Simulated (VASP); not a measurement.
# Pt (P6_3/mmc) in VASP: further runs

The runs below take Pt through single point, relaxation of cell and atoms, with PBEsol.

Program: VASP 6.6.1. These are calculated values, not measurements. Logs are shortened: lines on timing, memory, paths and dates and some standing lists are left out, and cuts for length are marked.

### Step 1. The cell of the first run

The structure is hexagonal, space group P6_3/mmc (No. 194). The conventional cell has a = 2.725 Å, b = 2.725 Å, c = 4.707 Å, α = 90.00°, β = 90.00°, γ = 120.00°. Pt (site symmetry -6m2) has 12 Pt at 2.73 to 2.83 Å within 3.6 Å.

This isn't the form of Pt at room conditions, which is fcc.

### Step 2. Single point, PBEsol

File INCAR:

```
PREC = Accurate ; ENCUT = 520
EDIFF = 1E-7 ; ISMEAR = 0
SIGMA = 0.1 ; LREAL = F
LASPH = T ; NELM = 100
ALGO = Fast ; ISIF = 2
LWAVE = F ; LCHARG = T
GGA = PS ; LELF = T
LVHAR = T ; NBANDS = 17
```

File KPOINTS:

```
regular mesh
0
Gamma
  18 18 10
```

File POSCAR:

```
Pt
1.0
    2.7252000919      0.0000002837      0.0000000000
   -1.3626002916      2.3600923681      0.0000000000
    0.0000000000      0.0000000000      4.7065966589
Pt
2
Direct
    0.0000000000      0.0000000000      0.0000000000
    0.3333333333      0.6666666667      0.5000000000
```

Potentials or basis: VASP PAW PBE potentials, release 64 (Pt).

The run is started by

```bash
$ cat potpaw_PBE.64/Pt/POTCAR > POTCAR
$ mpirun -np 1 vasp_std > vasp.out
```

OUTCAR:

```text
PREC = Accurate
   ENCUT = 520
   EDIFF = 1E-7
   ISMEAR = 0
   LREAL = F
   LASPH = T
   NELM = 100
   ISIF = 2
   GGA = PS

 ion  position               nearest neighbor table
   1  0.000  0.000  0.000-   2 2.83   2 2.83   2 2.83   2 2.83   2 2.83   2 2.83
   2  0.333  0.667  0.500-   1 2.83   1 2.83   1 2.83   1 2.83   1 2.83   1 2.83

  LATTYP: Found a hexagonal cell.
 ALAT       =     2.7252000919
 C/A-ratio  =     1.7270646192

  Lattice vectors:

 A1 = (   2.7252000919,   0.0000002837,   0.0000000000)
 A2 = (  -1.3626002916,   2.3600923681,   0.0000000000)
 A3 = (   0.0000000000,   0.0000000000,   4.7065966589)

Analysis of symmetry for initial positions (statically):
=====================================================================
 Subroutine PRICEL returns:
 Original cell was already a primitive cell.

 Routine SETGRP: Setting up the symmetry group for a
 hexagonal supercell.

 Subroutine GETGRP returns: Found 24 space group operations
 (whereof 12 operations were pure point group operations)
 out of a pool of 24 trial point group operations.

The static configuration has the point symmetry D_3h.
 The point group associated with its full space group is D_6h.

Analysis of symmetry for dynamics (positions and initial velocities):
=====================================================================
 Subroutine PRICEL returns:
 Original cell was already a primitive cell.

 Routine SETGRP: Setting up the symmetry group for a
 hexagonal supercell.

 Subroutine GETGRP returns: Found 24 space group operations
 (whereof 12 operations were pure point group operations)
 out of a pool of 24 trial point group operations.

The dynamic configuration has the point symmetry D_3h.
 The point group associated with its full space group is D_6h.

 Subroutine INISYM returns: Found 24 space group operations
 (whereof 12 operations are pure point group operations),
 and found     1 'primitive' translations

----------------------------------------------------------------------------------------

                                     Primitive cell

  volume of cell :      30.2715

  direct lattice vectors                    reciprocal lattice vectors
     2.725200092  0.000000284  0.000000000     0.366945511  0.211856140  0.000000000
    -1.362600292  2.360092368  0.000000000    -0.000000044  0.423712204  0.000000000
     0.000000000  0.000000000  4.706596659     0.000000000  0.000000000  0.212467750

  length of vectors
     2.725200092  2.725200092  4.706596659     0.423712204  0.423712204  0.212467750

  position of ions in fractional coordinates (direct lattice)
     0.000000000  0.000000000  0.000000000
     0.333333333  0.666666667  0.500000000

  ion indices of the primitive-cell ions
   primitive index   ion index
                 1           1
                 2           2

----------------------------------------------------------------------------------------

 KPOINTS: regular mesh

Automatic generation of k-mesh.
 Grid dimensions read from file:
 generate k-points for:   18   18   10

 Generating k-lattice:

  Cartesian coordinates                     Fractional coordinates (reciprocal lattice)
     0.020385862  0.011769786  0.000000000     0.055555556  0.000000000  0.000000000
    -0.000000002  0.023539567  0.000000000     0.000000000  0.055555556  0.000000000
     0.000000000  0.000000000  0.021246775     0.000000000  0.000000000  0.100000000

  Length of vectors
     0.023539567  0.023539567  0.021246775

  Shift w.r.t. Gamma in fractional coordinates (k-lattice)
     0.000000000  0.000000000  0.000000000

 Subroutine IBZKPT returns following result:
 ===========================================

 Found    222 irreducible k-points:

 Following reciprocal coordinates:
            Coordinates               Weight
  0.000000  0.000000  0.000000      1.000000
  0.055556  0.000000  0.000000      6.000000
  0.111111  0.000000  0.000000      6.000000
  0.166667 -0.000000  0.000000      6.000000
  0.222222 -0.000000  0.000000      6.000000
  0.277778  0.000000  0.000000      6.000000
[... 16 lines left out ...]
  0.333333  0.111111  0.000000     12.000000
  0.388889  0.111111  0.000000     12.000000
 [... further k-points ...]
   k-points           NKPTS =    222   k-points in BZ     NKDIM =    222   number of bands    NBANDS=     17
   number of dos      NEDOS =    301   number of ions     NIONS =      2
   total plane-waves  NPLWV =  14400
   dimension x,y,z NGX =    20 NGY =   20 NGZ =   36
   dimension x,y,z NGXF=    40 NGYF=   40 NGZF=   72
   ions per type =               2
   NGX,Y,Z   is equivalent  to a cutoff of  12.20, 12.20, 12.72 a.u.
   NGXF,Y,Z  is equivalent  to a cutoff of  24.40, 24.40, 25.43 a.u.
 SYSTEM =  unknown system
   PREC   = accura    normal or accurate (medium, high low for compatibility)
   ISTART =      0    job   : 0-new  1-cont  2-samecut
   ICHARG =      2    charge: 1-file 2-atom 10-const
   ISPIN  =      1    spin polarized calculation?
   LNONCOLLINEAR =      F non collinear calculations
   LSORBIT =      F    spin-orbit coupling
   LASPH  =      T    aspherical Exc in radial PAW
   ENCUT  =  520.0 eV  38.22 Ry    6.18 a.u.   5.07  5.07  8.75*2*pi/ulx,y,z
   NELM   =    100;   NELMIN=  2; NELMDL= -5     # of ELM steps
   EDIFF  = 0.1E-06   stopping-criterion for ELM
   LREAL  =      F    real-space projection
   EDIFFG = 0.1E-05   stopping-criterion for IOM
   NSW    =      0    number of steps for IOM
   IBRION =     -1    ionic relax: 0-MD 1-quasi-New 2-CG
   NFREE  =      0    steps in history (QN), initial steepest desc. (CG)
   ISIF   =      2    stress and relaxation
   ISYM   =      2    0-nonsym 1-usesym 2-fastsym
   POTIM  = 0.5000    time-step for ionic-motion
   TEBEG  =    0.0;   TEEND  =   0.0 temperature during run
   PSTRESS=    0.0 pullay stress
   NELECT =      20.0000    total number of electrons
   NUPDOWN=      -1.0000    fix difference up-down
   EMIN   =  10.00;   EMAX   =-10.00  energy-range for DOS
   EFERMI =   0.00;   METHOD = LEGACY
   ISMEAR =     0;   SIGMA  =   0.10  broadening in eV -4-tet -1-fermi 0-gaus
   EFERMI_NEDOS =   21; number of points for ismear=-14 and -15
   IALGO  =     68    algorithm
   IMIX   =      4    mixing-type and parameters
     AMIX     =   0.40;   BMIX     =  1.00
     AMIX_MAG =   1.60;   BMIX_MAG =  1.00
  volume/ion in A,a.u.               =      15.14       102.14
  Fermi-wavevector in a.u.,A,eV,Ry     =   1.425848  2.694463 27.661239  2.033044
  Thomas-Fermi vector in A             =   2.546189
   LORBIT       =      0    0 simple, 1 ext, 2 COOP (PROOUT), +10 PAW based schemes
   GGA     = PS    functional components
   LHFCALC =     F    Hartree Fock is set to
   AEXX    =    0.0000 exact exchange contribution
   IVDW    =     0    specifies the selected vdW correction
   LEPSILON=     F    determine dielectric tensor
   LRPA    =     F    only Hartree local field effects (RPA)
 non-spin polarized calculation
 RMM-DIIS sequential band-by-band and
 Gauss-broadening in eV      SIGMA  =   0.10
  energy-cutoff  :      520.00
  volume of cell :       30.27
 maximum number of plane-waves:       835
   NGX = 11   NGY = 11   NGZ = 17

 number of electron      20.0000001 magnetization

 Free energy of the ion-electron system (eV)
  ---------------------------------------------------
  ext. energy  EPLUGINS =         0.00000000
  ---------------------------------------------------
  free energy    TOTEN  =       -13.80887097 eV

  energy without entropy =      -13.79006317  energy(sigma->0) =      -13.79946707

 E-fermi :  10.9959     XC(G=0): -13.6024

 val. band max:       10.9956597356   @ k =   0.3889   0.1667   0.1000
 cond. band min:      10.9983643303   @ k =   0.2222   0.1667   0.4000
 fundamental gap:      0.0027045947
 Fermi energy:        10.9958997461

 k-point     1 :       0.0000    0.0000    0.0000
  band No.  band energies     occupation
      1       0.7677      2.00000
      2       3.4938      2.00000
      3       6.8072      2.00000
      4       7.3278      2.00000
      5       7.3278      2.00000
      6       7.7308      2.00000
[... 9 lines left out ...]
     16      28.2825      0.00000
     17      32.4127      0.00000

 k-point     2 :       0.0556    0.0000    0.0000
  band No.  band energies     occupation
      1       0.8843      2.00000
      2       3.6020      2.00000
      3       6.7937      2.00000
      4       7.3231      2.00000
      5       7.4189      2.00000
      6       7.6704      2.00000
[... 9 lines left out ...]
     16      28.4542      0.00000
     17      31.6859      0.00000

 k-point     3 :       0.1111    0.0000    0.0000
  band No.  band energies     occupation
      1       1.2254      2.00000
      2       3.9074      2.00000
      3       6.6941      2.00000
      4       7.3486      2.00000
      5       7.5597      2.00000
      6       7.6875      2.00000
[... 9 lines left out ...]
     16      28.7407      0.00000
     17      30.6673      0.00000

 k-point     4 :       0.1667   -0.0000    0.0000
  band No.  band energies     occupation
      1       1.7619      2.00000
      2       4.3346      2.00000
      3       6.5224      2.00000
      4       7.1855      2.00000
      5       7.4095      2.00000
      6       7.7609      2.00000
[... 9 lines left out ...]
     16      28.7517      0.00000
     17      29.3116      0.00000
[... 343 lines left out ...]
      1       4.0626      2.00000
      2       4.9212      2.00000
      3       5.5621      2.00000
      4       6.5799      2.00000
      5       7.2950      2.00000
      6       7.3859      2.00000
[... 9 lines left out ...]
     16      26.1467      0.00000
     17      27.2167      0.00000

 k-point    23 :       0.3333    0.1111    0.0000
  band No.  band energies     occupation
      1       4.4049      2.00000
      2       4.7170      2.00000
      3       5.2434      2.00000
      4       7.0072      2.00000
      5       7.3079      2.00000
      6       7.6869      2.00000
[... 9 lines left out ...]
     16      25.1170      0.00000
     17      25.5120      0.00000

 k-point    24 :       0.3889    0.1111    0.0000
  band No.  band energies     occupation
      1       4.5040      2.00000
      2       4.5988      2.00000
      3       5.0488      2.00000
      4       7.3162      2.00000
      5       7.4853      2.00000
      6       7.5926      2.00000
[... 9 lines left out ...]
     16      23.5133      0.00000
     17      25.0196      0.00000

 [... further k-points ...]

------------------------ aborting loop because EDIFF is reached ----------------------------------------

  FORCE on cell =-STRESS in cart. coord.  units (eV):
  Direction    XX          YY          ZZ          XY          YZ          ZX
  --------------------------------------------------------------------------------------
  -------------------------------------------------------------------------------------
  Total       -0.0605308     -0.0605308     -0.0965080     -0.0000000     -0.0000000      0.0000000
  in kB       -3.2037054     -3.2037054     -5.1078680     -0.0000000     -0.0000000      0.0000000
  external PRESSURE =      -3.8384263 kB  Pullay stress =       0.0000000 kB

 VOLUME and BASIS-vectors are now :
 -----------------------------------------------------------------------------
  energy-cutoff  :      520.00
  volume of cell :       30.27
      direct lattice vectors                 reciprocal lattice vectors
     2.725200092  0.000000284  0.000000000     0.366945511  0.211856140  0.000000000
    -1.362600292  2.360092368  0.000000000    -0.000000044  0.423712204  0.000000000
     0.000000000  0.000000000  4.706596659     0.000000000  0.000000000  0.212467750

 POSITION                                       TOTAL-FORCE (eV/Angst)
 -----------------------------------------------------------------------------------
      0.00000      0.00000      0.00000         0.000000      0.000000      0.000000
     -0.00000      1.57340      2.35330        -0.000000      0.000000      0.000000
 -----------------------------------------------------------------------------------
    total drift:                                0.000000     -0.000000     -0.000000

  FREE ENERGIE OF THE ION-ELECTRON SYSTEM (eV)
  ---------------------------------------------------
  free  energy   TOTEN  =       -13.8088709740 eV

  energy  without entropy=      -13.7900631676  energy(sigma->0) =      -13.79946707
```

Wall time 2.3 min (1 thread of Intel Xeon 8259CL, shared host); peak memory 0.21 GiB.

Results:

- Free energy: -13.8089 eV
- Pressure: -0.4 GPa
- Band gap on the k mesh: zero (bands 10 and 11 overlap by 1.37 eV)

Caveat: the PAW data sets were made with another functional, which shifts forces and pressure a little; spin-orbit coupling is left out, which moves the levels of the heavy elements.

### Step 3. Single point, PBEsol

This run uses another cell than the first one: it holds 4 atoms, not 2.

File INCAR:

```
PREC     = Accurate       # precision mode
ENCUT    = 520            # plane-wave cutoff, eV
EDIFF    = 1E-6           # SCF threshold, eV
ISMEAR   = 0              # smearing method
SIGMA    = 0.1            # smearing width, eV
LREAL    = False          # projectors in reciprocal space
LASPH    = True           # aspherical terms in the spheres
NELM     = 60             # most SCF steps
ALGO     = Fast           # electronic algorithm
ISIF     = 2              # what is computed and relaxed
LWAVE    = False          # write WAVECAR
LCHARG   = False          # write CHGCAR
GGA      = PS             # functional
NBANDS   = 28             # bands
```

File KPOINTS:

```
regular mesh
0
Gamma
  18 18 5
```

File POSCAR:

```
Pt
1.0
    2.7480995878      0.0000000000      0.0000000000
   -1.3740497939      2.3799240552      0.0000000000
    0.0000000000      0.0000000000      9.2221649588
Pt
4
Direct
    0.0000000000      0.0000000000      0.0000000000
    0.3333333333      0.6666666667      0.2500000000
    0.0000000000      0.0000000000      0.5000000000
    0.6666666667      0.3333333333      0.7500000000
```

Potentials or basis: VASP PAW PBE potentials, release 64 (Pt).

The run is started by

```bash
$ cat potpaw_PBE.64/Pt/POTCAR > POTCAR
$ mpirun -np 1 vasp_std > vasp.out
```

It took 3.7 min on 1 thread of Intel Xeon 8259CL, shared host; peak memory 0.27 GiB.

It converged, with:

- Free energy: -27.7399 eV
- Pressure: -0.4 GPa
- Band gap on the k mesh: zero (bands 20 and 21 overlap by 1.37 eV)

Levels at points of the mesh, in eV from the Fermi level:
```
           k point  band 17  band 18  band 19  band 20  band 21  band 22  band 23  band 24
(0.00, 0.00, 0.00)    -1.96    -1.35    -1.35    -0.91    -0.91    -0.78    -0.12    -0.12
(0.50, 0.00, 0.00)     0.15     0.26     0.35     0.35     0.41     0.90     3.09     3.38
```

Caveat: the PAW data sets were made with another functional, which shifts forces and pressure a little; spin-orbit coupling is left out, which moves the levels of the heavy elements.

### Step 4. Relaxation of cell and atoms, PBEsol

This run uses another cell than the first one, of 15.08 Å³/atom.

File INCAR:

```
SYSTEM = Pt
ALGO = Fast
EDIFF = 1E-6
EDIFFG = -0.005
ENCUT = 600
GGA = PS
IBRION = 2
ISIF = 3
ISMEAR = 0
LASPH = .TRUE.
LCHARG = .FALSE.
LREAL = .FALSE.
LWAVE = .FALSE.
NELM = 60
NSW = 100
PREC = Accurate
SIGMA = 0.1
```

File KPOINTS:

```
k-points
0
G
  18 18 10
  0 0 0
```

File POSCAR:

```
Pt
1.0
    2.7731310000      0.0000000000      0.0000000000
   -1.3865660000      2.4016020000      0.0000000000
    0.0000000000      0.0000000000      4.5285050000
Pt
2
Direct
    0.0000000000      0.0000000000      0.0000000000
    0.3333333300      0.6666666700      0.5000000000
```

The run is started by

```bash
$ cat potpaw_PBE.64/Pt/POTCAR > POTCAR
$ mpirun -np 1 vasp_std > vasp.out
```

It took 7.7 min on 1 thread of Intel Xeon 8259CL, shared host; peak memory 0.25 GiB.

It converged, with:

```yaml
Free_energy: -13.8088 eV
Relaxed_volume: 15.12 Å³/atom
Relaxed_cell: a = 2.725 Å, b = 2.725 Å, c = 4.701 Å, α = 90.00°, β = 90.00°, γ = 120.00°
Space_group_after_relaxing_to_0.1_Å: P6_3/mmc (No. 194)
Energy_gained_by_relaxing: 17.6 meV/atom
Ionic_steps: 7
Pressure_after_relaxing: 0.0 GPa
Band_gap_on_the_k_mesh: zero (bands 10 and 11 overlap by 1.37 eV)
```

The path:
```tsv
step	energy change (eV)	largest force (eV/Å)	pressure (GPa)	volume (Å³)
1	0.0000	0.0000	0.52	30.16
2	-0.0321	0.0000	-1.36	30.36
3	-0.0343	0.0000	-1.62	30.41
4	-0.0262	0.0000	5.21	29.73
5	-0.0352	0.0000	-0.07	30.24
6	-0.0352	0.0000	-0.02	30.24
7	-0.0352	0.0000	0.00	30.23
```

Final structure:
```xyz
2
Lattice="2.7252 0.0000 0.0000 -1.3626 2.3601 0.0000 0.0000 0.0000 4.7011" Properties=species:S:1:pos:R:3 pbc="T T T"
Pt    1.3626    2.3601    4.7011
Pt    0.0000    1.5734    2.3505
```

Levels at points of the mesh, in eV from the Fermi level:
```csv
k point,band 7,band 8,band 9,band 10,band 11,band 12,band 13,band 14
"(0.00, 0.00, 0.00)",-3.27,-1.97,-1.97,-0.94,-0.23,-0.23,5.02,14.99
"(0.50, 0.00, 0.00)",-2.87,0.05,0.30,0.52,2.32,3.84,7.45,9.04
"(0.00, 0.00, 0.50)",-3.67,-3.67,-0.85,-0.85,-0.85,-0.85,12.31,12.31
"(0.50, 0.00, 0.50)",-0.97,-0.97,0.43,0.43,1.65,1.65,6.73,6.73
```

Caveat: the PAW data sets were made with another functional, which shifts forces and pressure a little; spin-orbit coupling is left out, which moves the levels of the heavy elements.

### Step 5. Single point, PBEsol

This run uses another cell than the first one: it holds 6 atoms, not 2.

File INCAR:

```
PREC = Accurate ; ENCUT = 520
EDIFF = 1E-6 ; ISMEAR = 0
SIGMA = 0.1 ; LREAL = False
LASPH = True ; NELM = 80
ALGO = Fast ; ISIF = 2
LWAVE = False ; LCHARG = True
GGA = PS ; LELF = True
LVHAR = True ; NBANDS = 39
```

File KPOINTS:

```
Automatic mesh
0
Gamma
  18 18 4
```

File POSCAR:

```
Pt
1.0
    2.7562282240      0.0000000000      0.0000000000
   -1.3781141120      2.3869636606      0.0000000000
    0.0000000000      0.0000000000     13.7354579153
Pt
6
Direct
    0.0000000000      0.0000000000      0.0000000000
    0.3333333333      0.6666666667      0.1674058962
    0.6666666667      0.3333333333      0.3325941038
    0.0000000000      0.0000000000      0.5000000000
    0.6666666667      0.3333333333      0.6674058962
    0.3333333333      0.6666666667      0.8325941038
```

The run is started by

```bash
$ cat potpaw_PBE.64/Pt/POTCAR > POTCAR
$ mpirun -np 1 vasp_std > vasp.out
```

Run time: 12 min. Hardware: 1 thread of Intel Xeon 8259CL, shared host; peak memory 0.4 GiB.

It converged, with:

* Free energy: -41.6816 eV
* Pressure: -0.4 GPa
* Band gap on the k mesh: zero (bands 30 and 31 overlap by 1.63 eV)

Levels at points of the mesh, in eV from the Fermi level:
```tsv
k point	band 28	band 29	band 30	band 31	band 32	band 33
(0.00, 0.00, 0.00)	-1.42	-1.42	-0.85	-0.85	-0.70	-0.58
(0.50, 0.00, 0.00)	0.30	0.39	0.41	1.07	1.83	2.08
(0.00, 0.00, 0.50)	-1.77	-1.22	-1.22	-1.22	-1.22	-0.25
(0.50, 0.00, 0.50)	0.24	0.39	0.39	0.70	0.70	2.63
```

Caveat: the PAW data sets were made with another functional, which shifts forces and pressure a little; spin-orbit coupling is left out, which moves the levels of the heavy elements.

### Step 6. The runs side by side

| task | cell | k mesh | cutoff (eV) | gap on the mesh (eV) | pressure (GPa) |
| --- | --- | --- | --- | --- | --- |
| single point | a = 2.725, b = 2.725, c = 4.707 Å, angles 90.0, 90.0, 120.0°, 2 atoms, atomic positions A | 18 × 18 × 10 | 520 | none | -0.4 |
| single point | a = 2.748, b = 2.748, c = 9.222 Å, angles 90.0, 90.0, 120.0°, 4 atoms, atomic positions B | 18 × 18 × 5 | 520 | none | -0.4 |
| relaxation of cell and atoms | relaxed from a = 2.773, b = 2.773, c = 4.529 Å, angles 90.0, 90.0, 120.0°, 2 atoms, atomic positions A | 18 × 18 × 10 | 600 | none | 0.0 |
| single point | a = 2.756, b = 2.756, c = 13.735 Å, angles 90.0, 90.0, 120.0°, 6 atoms, atomic positions C | 18 × 18 × 4 | 520 | none | -0.4 |

Alike in all rows: level PBEsol; potentials or basis VASP PAW PBE potentials, release 64 (Pt); no spin polarisation; smearing gaussian 0.1 eV.

Caveats: the PAW data sets were made with another functional, which shifts forces and pressure a little; spin-orbit coupling is left out, which moves the levels of the heavy elements.

Absolute energies hang on the potentials; compare differences alone.
